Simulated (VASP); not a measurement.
Runs of VASP 6.6.1 on TlRu2. The structure is that of space group Fm-3m (No. 225), or close to it. The cells are those of the table. 

```csv
task,cell,k mesh,cutoff (eV),gap on the mesh (eV),pressure (GPa),relaxed volume (Å³/atom)
single point,"a = 4.377 Å, angles 60.0°, 3 atoms",6 × 6 × 6,520,none,-0.1,-
relaxation of cell and atoms,"relaxed from a = 4.239 Å, angles 60.0°, 3 atoms",6 × 6 × 6,600,none,-0.1,19.76
single point,"a = 4.375 Å, angles 60.0°, 3 atoms",14 × 14 × 14,520,none,0.0,-
single point,"a = 4.239 Å, angles 60.0°, 3 atoms",6 × 6 × 6,520,none,(a),-
relaxation of cell and atoms,"relaxed from a = 4.377 Å, angles 60.0°, 3 atoms",14 × 14 × 14,600,none,0.0,19.74
```

Alike in all rows: level PBE; potentials or basis VASP PAW PBE potentials, release 64 (Tl_d, Ru_pv); no spin polarisation; smearing gaussian 0.1 eV.

**Question.** Fill in the values left out.

**Answer.** (a) 16.2.

Caveats: spin-orbit coupling is left out, which moves the levels of the heavy elements; the cell stands under pressure (at least some runs).

A k mesh can miss the band edges, and the runs leave out spin-orbit coupling on Ru, Tl.

A gap of «none» marks levels without a gap at the run's occupations.
